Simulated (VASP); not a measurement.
The system is ZnO.

```
CELL_PARAMETERS angstrom
3.24940 0.00000 0.00000
-1.62470 2.81406 0.00000
0.00000 0.00000 5.20380
ATOMIC_POSITIONS crystal
Zn 0.33333 0.66667 0.00000
Zn 0.66667 0.33333 0.50000
O 0.33333 0.66667 0.38210
O 0.66667 0.33333 0.88210
```

| Item | Value |
| --- | --- |
| Program | VASP 6.6.1 |
| Task | relaxation of cell and atoms |
| Functional | PBE |
| Dispersion | D3(BJ) |
| Potentials or basis | VASP PAW PBE potentials, release 64 (Zn, O) |
| Cutoff | 600 eV |
| k mesh | 12 × 12 × 6 |
| Occupations | gaussian, width 0.02 eV |
| Spin | no spin polarisation |

At the start: pressure 2.8 GPa; volume 11.90 Å³/atom.

Q: Where does the relaxation end?

A: Over 10 steps the energy falls by 2.2 meV/atom and the volume is 12.13 Å³/atom (+2.0 %); space group P6_3mc (No. 186, to 0.05 Å).

Step by step:
| step | energy change (eV) | largest force (eV/Å) | pressure (GPa) | volume (Å³) |
| --- | --- | --- | --- | --- |
| 1 | 0.0000 | 0.0340 | 2.76 | 47.58 |
| 2 | -0.0058 | 0.0233 | -1.38 | 49.01 |
| 3 | -0.0079 | 0.0267 | -0.04 | 48.51 |
| 4 | -0.0079 | 0.0269 | 0.02 | 48.50 |
| 5 | -0.0081 | 0.0241 | 0.08 | 48.50 |
| 6 | -0.0085 | 0.0155 | 0.03 | 48.50 |
| 7 | -0.0082 | 0.0036 | 0.06 | 48.49 |
| 8 | -0.0086 | 0.0098 | 0.05 | 48.49 |
| 9 | -0.0086 | 0.0116 | -0.09 | 48.54 |
| 10 | -0.0086 | 0.0005 | 0.00 | 48.52 |

Final structure:
```xyz
4
Lattice="3.2613 0.0000 0.0000 -1.6307 2.8244 0.0000 0.0000 0.0000 5.2670" Properties=species:S:1:pos:R:3 pbc="T T T"
Zn    0.0000    1.8829    0.0085
Zn    1.6307    0.9415    2.6420
O     0.0000    1.8829    2.0040
O     1.6307    0.9415    4.6375
```
